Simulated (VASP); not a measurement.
Here is a VASP 6.6.1 calculation.

Contents of POSCAR:

```
Ga4As3P
1.0
    3.9567587693      0.0000000000      0.0000000000
   -1.9783793846      3.4266536108      0.0000000000
    0.0000000000      0.0000000000     13.0423367810
P As Ga
1 3 4
Direct
    0.6666666667      0.3333333333     -0.0000805872
    0.6666666667      0.3333333333      0.4996603109
    0.3333333333      0.6666666667      0.7526939405
    0.3333333333      0.6666666667      0.2464896432
    0.6666666667      0.3333333333      0.8179090648
    0.6666666667      0.3333333333      0.3112551089
    0.3333333333      0.6666666667      0.5643806182
    0.3333333333      0.6666666667      0.0576919007
```

INCAR.step1

```
PREC     = Accurate       # precision mode
ENCUT    = 520            # plane-wave cutoff, eV
ISMEAR   = -1             # smearing method
SIGMA    = 0.02           # smearing width, eV
LREAL    = F              # projectors in reciprocal space
LASPH    = T              # aspherical terms in the spheres
NELM     = 100            # most SCF steps
NBANDS   = 46             # bands
GGA      = PE             # functional
ALGO     = Normal         # electronic algorithm
EDIFF    = 1E-4           # SCF threshold, eV
LWAVE    = T              # write WAVECAR
LCHARG   = F              # write CHGCAR
```

INCAR.step2

```
PREC     = Accurate       # precision mode
ENCUT    = 520            # plane-wave cutoff, eV
EDIFF    = 1E-6           # SCF threshold, eV
ISMEAR   = -1             # smearing method
SIGMA    = 0.02           # smearing width, eV
LREAL    = F              # projectors in reciprocal space
LASPH    = T              # aspherical terms in the spheres
NELM     = 100            # most SCF steps
ALGO     = Normal         # electronic algorithm
ISIF     = 2              # what is computed and relaxed
LWAVE    = F              # write WAVECAR
LCHARG   = T              # write CHGCAR
METAGGA  = R2SCAN         # meta-GGA
LMIXTAU  = T            
LELF     = T              # ELF
LVHAR    = T            
NBANDS   = 46             # bands
ISTART   = 1
```

File KPOINTS:

```
Automatic mesh
0
Gamma
  6 6 2
```

Potentials or basis: VASP PAW PBE potentials, release 64 (P, As, Ga_d).

Command:

```sh
$ cat potpaw_PBE.64/P/POTCAR potpaw_PBE.64/As/POTCAR potpaw_PBE.64/Ga_d/POTCAR > POTCAR
$ cp INCAR.step1 INCAR
$ mpirun -np 1 vasp_std > vasp.out
$ cp INCAR.step2 INCAR
$ mpirun -np 1 vasp_std > vasp.out
```

**Question.** Predict the band gap on the k mesh.

**Answer.** 1.09 eV.

**Question.** Estimate the pressure.

**Answer.** 0.1 GPa.

**Question.** What does it give for the largest force?

**Answer.** 0.009 eV/Å.

Forces on the atoms (eV/Å):
```
P    0.000  0.000 -0.003
As   0.000  0.000  0.000
As   0.000  0.000  0.002
As   0.000  0.000 -0.001
Ga   0.000  0.000  0.006
Ga   0.000  0.000 -0.008
Ga   0.000  0.000  0.009
Ga   0.000  0.000 -0.006
```

Caveat: the PAW data sets were made with another functional, which shifts forces and pressure a little. A k mesh can miss the band edges.
